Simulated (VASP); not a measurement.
# ZrC (I4/mmm) in VASP: a series of runs

Runs on ZrC. Level: PBE. Tasks: single point.

All numbers are computed with VASP 6.6.1; they aren't measurements. Logs are shortened: lines on timing, memory, paths and dates and some standing lists are left out, and cuts for length are marked.

**1. The cell of the first run**

It takes space group I4/mmm (No. 139, tetragonal). The conventional cell has a = 3.191 Å, b = 3.191 Å, c = 4.324 Å, α = 90.00°, β = 90.00°, γ = 90.00°. Zr (site symmetry 4/mmm) has 6 C at 2.16 to 2.26 Å within 2.9 Å. Within 2.9 Å of C (site symmetry 4/mmm) lie 6 Zr at 2.16 to 2.26 Å.

**2. Single point, PBE (strain -0.040 along x and y, -0.080 along z)**

INCAR reads:

```
SYSTEM = ZrC
ALGO = Normal
EDIFF = 1E-6
ENCUT = 520
GGA = PE
ISIF = 2
ISMEAR = 0
LASPH = .TRUE.
LCHARG = .FALSE.
LREAL = .FALSE.
LWAVE = .FALSE.
NBANDS = 15
NELM = 100
PREC = Accurate
SIGMA = 0.15
```

KPOINTS reads:

```
k-points
0
G
  18 18 18
  0 0 0
```

POSCAR reads:

```
ZrC
1.0
    0.0000000000      2.2562016000      2.1621932000
    2.2562016000      0.0000000000      2.1621932000
    2.2562016000      2.2562016000      0.0000000000
Zr C
1 1
Direct
    0.5000000000      0.5000000000      0.5000000000
    0.0000000000      0.0000000000      0.0000000000
```

Potentials or basis: VASP PAW PBE potentials, release 64 (Zr_sv, C).

The run is started by

```
$ cat potpaw_PBE.64/Zr_sv/POTCAR potpaw_PBE.64/C/POTCAR > POTCAR
$ mpirun -np 1 vasp_std > vasp.out
```

OUTCAR:

```text
SYSTEM = ZrC
   EDIFF = 1E-6
   ENCUT = 520
   GGA = PE
   ISIF = 2
   ISMEAR = 0
   LASPH = .TRUE.
   LREAL = .FALSE.
   NELM = 100
   PREC = Accurate

 ion  position               nearest neighbor table
   1  0.500  0.500  0.500-   2 2.16   2 2.16   2 2.26   2 2.26   2 2.26   2 2.26
   2  0.000  0.000  0.000-   1 2.16   1 2.16   1 2.26   1 2.26   1 2.26   1 2.26

  LATTYP: Found a body centered tetragonal cell.
 ALAT       =     3.1907509022
 C/A-ratio  =     1.3552879973

  Lattice vectors:

 A1 = (   0.0000000000,  -2.2562016000,  -2.1621932000)
 A2 = (   0.0000000000,   2.2562016000,  -2.1621932000)
 A3 = (   2.2562016000,   0.0000000000,   2.1621932000)

Analysis of symmetry for initial positions (statically):
=====================================================================
 Subroutine PRICEL returns:
 Original cell was already a primitive cell.

 Routine SETGRP: Setting up the symmetry group for a
 body centered tetragonal supercell.

 Subroutine GETGRP returns: Found 16 space group operations
 (whereof 16 operations were pure point group operations)
 out of a pool of 16 trial point group operations.

The static configuration has the point symmetry D_4h.

Analysis of symmetry for dynamics (positions and initial velocities):
=====================================================================
 Subroutine PRICEL returns:
 Original cell was already a primitive cell.

 Routine SETGRP: Setting up the symmetry group for a
 body centered tetragonal supercell.

 Subroutine GETGRP returns: Found 16 space group operations
 (whereof 16 operations were pure point group operations)
 out of a pool of 16 trial point group operations.

The dynamic configuration has the point symmetry D_4h.

 Subroutine INISYM returns: Found 16 space group operations
 (whereof 16 operations are pure point group operations),
 and found     1 'primitive' translations

----------------------------------------------------------------------------------------

                                     Primitive cell

  volume of cell :      22.0131

  direct lattice vectors                    reciprocal lattice vectors
     0.000000000  2.256201600  2.162193200    -0.221611402  0.221611402  0.231246680
     2.256201600  0.000000000  2.162193200     0.221611402 -0.221611402  0.231246680
     2.256201600  2.256201600  0.000000000     0.221611402  0.221611402 -0.231246680

  length of vectors
     3.124984015  3.124984015  3.190750902     0.389484601  0.389484601  0.389484601

  position of ions in fractional coordinates (direct lattice)
[... 90 lines left out ...]
   NELECT =      16.0000    total number of electrons
   NUPDOWN=      -1.0000    fix difference up-down
   EMIN   =  10.00;   EMAX   =-10.00  energy-range for DOS
   EFERMI =   0.00;   METHOD = LEGACY
   ISMEAR =     0;   SIGMA  =   0.15  broadening in eV -4-tet -1-fermi 0-gaus
   EFERMI_NEDOS =   21; number of points for ismear=-14 and -15
   IALGO  =     38    algorithm
   IMIX   =      4    mixing-type and parameters
     AMIX     =   0.40;   BMIX     =  1.00
     AMIX_MAG =   1.60;   BMIX_MAG =  1.00
  volume/ion in A,a.u.               =      11.01        74.28
  Fermi-wavevector in a.u.,A,eV,Ry     =   1.471933  2.781550 29.478205  2.166587
  Thomas-Fermi vector in A             =   2.587009
   LORBIT       =      0    0 simple, 1 ext, 2 COOP (PROOUT), +10 PAW based schemes
   GGA     = PE    functional components
   LHFCALC =     F    Hartree Fock is set to
   AEXX    =    0.0000 exact exchange contribution
   IVDW    =     0    specifies the selected vdW correction
   LEPSILON=     F    determine dielectric tensor
   LRPA    =     F    only Hartree local field effects (RPA)
 non-spin polarized calculation
 Gauss-broadening in eV      SIGMA  =   0.15
  energy-cutoff  :      520.00
  volume of cell :       22.01
 maximum number of plane-waves:       612
   NGX = 11   NGY = 11   NGZ = 11

 number of electron      16.0000000 magnetization

 Free energy of the ion-electron system (eV)
  ---------------------------------------------------
  ext. energy  EPLUGINS =         0.00000000
  ---------------------------------------------------
  free energy    TOTEN  =       -18.80485979 eV

  energy without entropy =      -18.80175807  energy(sigma->0) =      -18.80330893

 E-fermi :  11.6789     XC(G=0): -12.9682

 val. band max:       11.6603686792   @ k =   0.4444   0.4444   0.0000
 cond. band min:      11.6925350900   @ k =   0.2778  -0.0000   0.2222
 fundamental gap:      0.0321664108
 Fermi energy:        11.6789150710

 k-point     1 :       0.0000    0.0000    0.0000
  band No.  band energies     occupation
      1     -35.8748      2.00000
      2     -13.4382      2.00000
      3     -13.4135      2.00000
      4     -13.4135      2.00000
      5      -0.1982      2.00000
      6      12.4797      0.00000
      7      12.4797      0.00000
      8      12.5910      0.00000
      9      12.5910      0.00000
     10      12.8644      0.00000
     11      13.1042      0.00000
     12      14.6352      0.00000
     13      15.0896      0.00000
     14      21.1133      0.00000
[... 401 lines left out ...]
      2     -14.1683      2.00000
      3     -13.5315      2.00000
      4     -13.4769      2.00000
      5       1.3191      2.00000
      6       8.5793      2.00000
      7       9.3137      2.00000
      8      10.0278      2.00000
      9      14.0263      0.00000
     10      14.4436      0.00000
     11      15.3320      0.00000
     12      19.1471      0.00000
     13      19.7200      0.00000
     14      22.5120      0.00000
     15      25.9888      0.00000

 [... further k-points ...]

------------------------ aborting loop because EDIFF is reached ----------------------------------------

  FORCE on cell =-STRESS in cart. coord.  units (eV):
  Direction    XX          YY          ZZ          XY          YZ          ZX
  --------------------------------------------------------------------------------------
  -------------------------------------------------------------------------------------
  Total        6.1018235      6.1018235     10.3018014      0.0000000      0.0000000     -0.0000000
  in kB      444.1093587    444.1093587    749.7965806      0.0000000      0.0000000     -0.0000000
  external PRESSURE =     546.0050993 kB  Pullay stress =       0.0000000 kB

 VOLUME and BASIS-vectors are now :
 -----------------------------------------------------------------------------
  energy-cutoff  :      520.00
  volume of cell :       22.01
      direct lattice vectors                 reciprocal lattice vectors
     0.000000000  2.256201600  2.162193200    -0.221611402  0.221611402  0.231246680
     2.256201600  0.000000000  2.162193200     0.221611402 -0.221611402  0.231246680
     2.256201600  2.256201600  0.000000000     0.221611402  0.221611402 -0.231246680

 POSITION                                       TOTAL-FORCE (eV/Angst)
 -----------------------------------------------------------------------------------
      2.25620      2.25620      2.16219        -0.000000      0.000000     -0.000000
      0.00000      0.00000      0.00000         0.000000     -0.000000      0.000000
 -----------------------------------------------------------------------------------
    total drift:                                0.000000     -0.000000      0.000000

  FREE ENERGIE OF THE ION-ELECTRON SYSTEM (eV)
  ---------------------------------------------------
  free  energy   TOTEN  =       -18.8048597901 eV

  energy  without entropy=      -18.8017580666  energy(sigma->0) =      -18.80330893
```

OSZICAR:

```text
N       E                     dE             d eps       ncg     rms          rms(c)
DAV:   1     0.102872104586E+03    0.10287E+03   -0.87677E+03 14432   0.110E+03
DAV:   2    -0.162312598275E+02   -0.11910E+03   -0.11115E+03 18145   0.295E+02
DAV:   3    -0.218470757776E+02   -0.56158E+01   -0.55785E+01 22132   0.558E+01
DAV:   4    -0.220665228355E+02   -0.21945E+00   -0.21934E+00 18610   0.717E+00
DAV:   5    -0.220683379529E+02   -0.18151E-02   -0.18151E-02 18675   0.671E-01    0.290E+01
DAV:   6    -0.188233941978E+02    0.32449E+01   -0.57525E+00 17481   0.230E+01    0.110E+01
DAV:   7    -0.188049747987E+02    0.18419E-01   -0.44713E-01 16831   0.522E+00    0.891E+00
DAV:   8    -0.188212753409E+02   -0.16301E-01   -0.15557E-01 18568   0.323E+00    0.523E+00
DAV:   9    -0.188058741323E+02    0.15401E-01   -0.23479E-02 16486   0.113E+00    0.120E+00
DAV:  10    -0.188048823695E+02    0.99176E-03   -0.41913E-03 18831   0.547E-01    0.143E-01
DAV:  11    -0.188048639056E+02    0.18464E-04   -0.15866E-04 16437   0.138E-01    0.303E-02
DAV:  12    -0.188048606586E+02    0.32469E-05   -0.57894E-06 20343   0.234E-02    0.123E-02
DAV:  13    -0.188048597901E+02    0.86856E-06   -0.65862E-07 10862   0.617E-03
   1 F= -.18804860E+02 E0= -.18803309E+02  d E =-.310172E-02
```

stdout:

```text
POSCAR found type information on POSCAR ZrC
 POSCAR found :  2 types and       2 ions
 scaLAPACK will be used
 LDA part: xc-table for (Slater+PW92), standard interpolation
 POSCAR, INCAR and KPOINTS ok, starting setup
 FFT: planning ... GRIDC
 FFT: planning ... GRID_SOFT
 FFT: planning ... GRID
 WAVECAR not read
 entering main loop
```

Wall time 43 s (1 thread of Intel Xeon 6975P-C (Granite Rapids), shared host); peak memory 0.26 GiB.

What came out:

| Item | Value |
| --- | --- |
| Free energy | -18.8049 eV |
| Pressure | 54.6 GPa |
| Band gap on the k mesh | zero (bands 8 and 9 overlap by 1.61 eV) |

Stress tensor (GPa, compression positive):
```
44.41  0.00  0.00
 0.00 44.41  0.00
 0.00  0.00 74.98
```

Levels at points of the mesh, in eV from the Fermi level:
| k point | band 6 | band 7 | band 8 | band 9 | band 10 | band 11 |
| --- | --- | --- | --- | --- | --- | --- |
| (0.00, 0.00, 0.00) | 0.80 | 0.80 | 0.91 | 0.91 | 1.19 | 1.43 |
| (0.50, 0.00, 0.00) | -6.01 | -3.65 | -3.56 | 5.20 | 5.59 | 6.43 |
| (0.50, 0.50, 0.00) | -2.46 | -1.25 | 0.07 | 0.07 | 5.38 | 6.87 |
| (0.50, 0.00, 0.50) | -2.36 | -1.88 | 0.13 | 0.55 | 5.25 | 6.62 |

Caveat: the cell differs from its parent crystal (strain -0.040 along x and y, -0.080 along z); the cell stands under pressure.

**3. Single point, PBE (strain -0.080 along x and y, +0.080 along z)**

INCAR reads:

```
ALGO = Normal ; EDIFF = 1E-6
ENCUT = 520 ; GGA = PE
ISIF = 2 ; ISMEAR = 0
LASPH = T ; LCHARG = F
LREAL = F ; LWAVE = F
NBANDS = 15 ; NELM = 100
PREC = Accurate ; SIGMA = 0.15
```

KPOINTS reads:

```
k-points
0
Gamma
  18 18 18
```

POSCAR reads:

```
ZrC
1.0
    0.0000000000      2.1621932000      2.5382268000
    2.1621932000      0.0000000000      2.5382268000
    2.1621932000      2.1621932000      0.0000000000
Zr C
1 1
Direct
    0.5000000000      0.5000000000      0.5000000000
    0.0000000000      0.0000000000      0.0000000000
```

Potentials or basis: VASP PAW PBE potentials, release 64 (Zr_sv, C).

The run is started by

```
$ cat potpaw_PBE.64/Zr_sv/POTCAR potpaw_PBE.64/C/POTCAR > POTCAR
$ mpirun -np 1 vasp_std > vasp.out
```

OUTCAR:

```text
EDIFF = 1E-6
   ENCUT = 520
   GGA = PE
   ISIF = 2
   ISMEAR = 0
   LASPH = T
   LREAL = F
   NELM = 100
   PREC = Accurate

 ion  position               nearest neighbor table
   1  0.500  0.500  0.500-   2 2.16   2 2.16   2 2.16   2 2.16   2 2.54   2 2.54
   2  0.000  0.000  0.000-   1 2.16   1 2.16   1 2.16   1 2.16   1 2.54   1 2.54

  LATTYP: Found a body centered tetragonal cell.
 ALAT       =     3.0578029479
 C/A-ratio  =     1.6601637471

  Lattice vectors:

 A1 = (  -2.1621932000,   0.0000000000,   2.5382268000)
 A2 = (   2.1621932000,   0.0000000000,   2.5382268000)
 A3 = (   0.0000000000,   2.1621932000,  -2.5382268000)

Analysis of symmetry for initial positions (statically):
=====================================================================
 Subroutine PRICEL returns:
 Original cell was already a primitive cell.

 Routine SETGRP: Setting up the symmetry group for a
 body centered tetragonal supercell.

 Subroutine GETGRP returns: Found 16 space group operations
 (whereof 16 operations were pure point group operations)
 out of a pool of 16 trial point group operations.

The static configuration has the point symmetry D_4h.

[... 176 lines left out ...]
      7      11.0430      0.01991
      8      11.8345      0.00000
      9      11.9776      0.00000
     10      11.9776      0.00000
     11      12.5523      0.00000
     12      12.5523      0.00000
     13      14.7607      0.00000
     14      20.4093      0.00000
[... 401 lines left out ...]
      2     -15.3444      2.00000
      3     -14.8647      2.00000
      4     -14.5610      2.00000
      5       0.6936      2.00000
      6       7.7971      2.00000
      7       8.3326      2.00000
      8       8.6084      2.00000
      9      13.2098      0.00000
     10      13.5971      0.00000
     11      14.1390      0.00000
     12      15.4650      0.00000
     13      20.2559      0.00000
     14      22.1486      0.00000
     15      24.5624      0.00000

 [... further k-points ...]

------------------------ aborting loop because EDIFF is reached ----------------------------------------

  FORCE on cell =-STRESS in cart. coord.  units (eV):
  Direction    XX          YY          ZZ          XY          YZ          ZX
  --------------------------------------------------------------------------------------
  -------------------------------------------------------------------------------------
  Total        9.4906741      9.4906741     -1.8722586      0.0000000     -0.0000000     -0.0000000
  in kB      640.7051693    640.7051693   -126.3941587      0.0000000     -0.0000000     -0.0000000
  external PRESSURE =     385.0053933 kB  Pullay stress =       0.0000000 kB

 VOLUME and BASIS-vectors are now :
 -----------------------------------------------------------------------------
  energy-cutoff  :      520.00
  volume of cell :       23.73
      direct lattice vectors                 reciprocal lattice vectors
     0.000000000  2.162193200  2.538226800    -0.231246680  0.231246680  0.196987913
     2.162193200  0.000000000  2.538226800     0.231246680 -0.231246680  0.196987913
     2.162193200  2.162193200  0.000000000     0.231246680  0.231246680 -0.196987913

 POSITION                                       TOTAL-FORCE (eV/Angst)
 -----------------------------------------------------------------------------------
      2.16219      2.16219      2.53823         0.000000     -0.000000      0.000000
      0.00000      0.00000      0.00000        -0.000000      0.000000      0.000000
 -----------------------------------------------------------------------------------
    total drift:                                0.000000      0.000000      0.000000

  FREE ENERGIE OF THE ION-ELECTRON SYSTEM (eV)
  ---------------------------------------------------
  free  energy   TOTEN  =       -18.6616935470 eV

  energy  without entropy=      -18.6591016915  energy(sigma->0) =      -18.66039762
```

It took 72 s on 1 thread of Intel Xeon 6975P-C (Granite Rapids), shared host; peak memory 0.29 GiB.

Results:

```
Free energy            : -18.6617 eV
Pressure               : 38.5 GPa
Band gap on the k mesh : zero (bands 8 and 9 overlap by 1.55 eV)
```

Stress tensor (GPa, compression positive):
```
 64.07   0.00   0.00
  0.00  64.07   0.00
  0.00   0.00 -12.64
```

Caveat: the cell differs from its parent crystal (strain -0.080 along x and y, +0.080 along z); the cell stands under pressure.

[end of part 1 of 2]
